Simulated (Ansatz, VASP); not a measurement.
BeCdS4: VASP beside Ansatz

```
CELL_PARAMETERS angstrom
5.90864 0.00000 0.00000
0.00000 5.90864 0.00000
0.00000 0.00000 4.15910
ATOMIC_POSITIONS crystal
Be 0.00000 0.00000 0.45806
Cd 0.50000 0.50000 0.58266
S 0.08875 0.66221 0.41840
S 0.91125 0.33779 0.41840
S 0.33779 0.08875 0.41840
S 0.66221 0.91125 0.41840
```

Alike in both runs: task relaxation of cell and atoms; functional PBE; k mesh 3 × 3 × 4; occupations gaussian, width 0.2 eV; no spin polarisation.

```csv
,VASP,Ansatz
version,VASP 6.6.1,Ansatz 0.2.0
potentials or method,"VASP PAW PBE potentials, release 64 (Be, Cd, S), cutoff 600 eV","scalar-relativistic, plane waves, PAW"
valence electrons in the cell,38,46
```

VASP gave:

```
relaxed volume (Å³/atom)                                     : 25.16
relaxed cell length with the largest relative difference (Å) : 4.506
```

What did Ansatz give for the same quantities?

Relaxed volume (Å³/atom): 19.89; relaxed cell length with the largest relative difference (Å): 3.822.

One of these differences is far larger than is usual between the two programs; its cause wasn't traced. VASP's potentials hold 38 valence electrons a cell and Ansatz's 46, so a difference there can come from the potentials and not from the codes.
